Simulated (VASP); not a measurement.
## Si2BiTe2: single point with PBE

Si2BiTe2:

```
CELL_PARAMETERS angstrom
5.20225 0.00000 0.00000
0.00000 5.20225 0.00000
0.00000 0.00000 5.77631
ATOMIC_POSITIONS crystal
Si 0.00000 0.50000 0.50000
Si 0.50000 0.00000 0.50000
Bi 0.50000 0.50000 0.00000
Te 0.00000 0.00000 0.00000
Te 0.00000 0.00000 0.50000
```

| Item | Value |
| --- | --- |
| Program | VASP 6.6.1 |
| Task | single point |
| Functional | PBE |
| Potentials or basis | VASP PAW PBE potentials, release 64 (Si, Bi_d, Te) |
| Cutoff | 520 eV |
| k mesh | 4 × 4 × 4 |
| Occupations | gaussian, width 0.1 eV |
| Spin | no spin polarisation |
| Dipole correction | no |
| Further INCAR settings | ALGO = Normal; EDIFF = 1e-06; NBANDS = 26 |

```yaml
Pressure: 0.0 GPa
```

Stress tensor (GPa, compression positive):
```
 0.09  0.00  0.00
 0.00  0.09  0.00
 0.00  0.00 -0.10
```

Levels at points of the mesh, in eV from the Fermi level:
```tsv
k point	band 16	band 17	band 18	band 19	band 20	band 21
(0.00, 0.00, 0.00)	-1.30	0.14	0.14	0.43	2.29	2.29
(0.50, 0.00, 0.00)	-1.48	-0.54	-0.39	0.35	0.67	1.00
(0.50, 0.50, 0.00)	-0.92	-0.66	-0.03	-0.03	0.29	2.04
(0.00, 0.00, 0.50)	-1.92	-0.17	0.66	0.68	0.68	1.07
(0.50, 0.00, 0.50)	-1.52	-1.51	-0.63	-0.55	-0.08	0.97
(0.50, 0.50, 0.50)	0.30	0.30	0.31	1.05	1.05	1.76
```

It took 29 s on 1 thread of Intel(R) Xeon(R) 6975P-C (Granite Rapids), with other jobs on the host, peak memory 0.29 GiB.

Caveat: spin-orbit coupling is left out, which moves the levels of the heavy elements.
